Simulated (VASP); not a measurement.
## Ag2O: single point with LDA

Crystal: Ag2O.

```xyz
6
Lattice="4.6369 0.0000 0.0000 0.0000 4.6369 0.0000 0.0000 0.0000 4.6369" Properties=species:S:1:pos:R:3 pbc="T T T"
Ag    1.1592    1.1592    1.1592
Ag    1.1592    3.4777    3.4777
Ag    3.4777    3.4777    1.1592
Ag    3.4777    1.1592    3.4777
O     0.0000    0.0000    0.0000
O     2.3184    2.3184    2.3184
```

```yaml
Program: VASP 6.6.1
Task: single point
Functional: LDA
Potentials_or_basis: VASP PAW LDA potentials, release 64 (Ag, O)
Cutoff: 600 eV
k_mesh: 6 × 6 × 6
Occupations: fermi-dirac, width 0.02 eV
Spin: no spin polarisation
Dipole_correction: no
Further_INCAR_settings: ALGO = Normal; EDIFF = 1e-06; NBANDS = 37
```

```yaml
Pressure: 0.0 GPa
Band_gap_on_the_k_mesh: 0.12 eV
```

Levels at points of the mesh, in eV from the valence-band top:
```
           k point  band 26  band 27  band 28  band 29  band 30  band 31
(0.00, 0.00, 0.00)     0.00     0.00     0.00     0.12     1.69     1.69
(0.50, 0.00, 0.00)    -1.77    -0.54    -0.54     2.12     2.12     4.60
(0.50, 0.50, 0.00)    -1.79    -0.91    -0.91     2.00     2.00     3.72
(0.50, 0.50, 0.50)    -0.75    -0.75    -0.75     2.28     2.28     2.28
```

Run time: 2.8 min on 1 thread of Intel Xeon 8259CL, with other jobs on the host, peak memory 0.24 GiB.

A k mesh can miss the band edges.
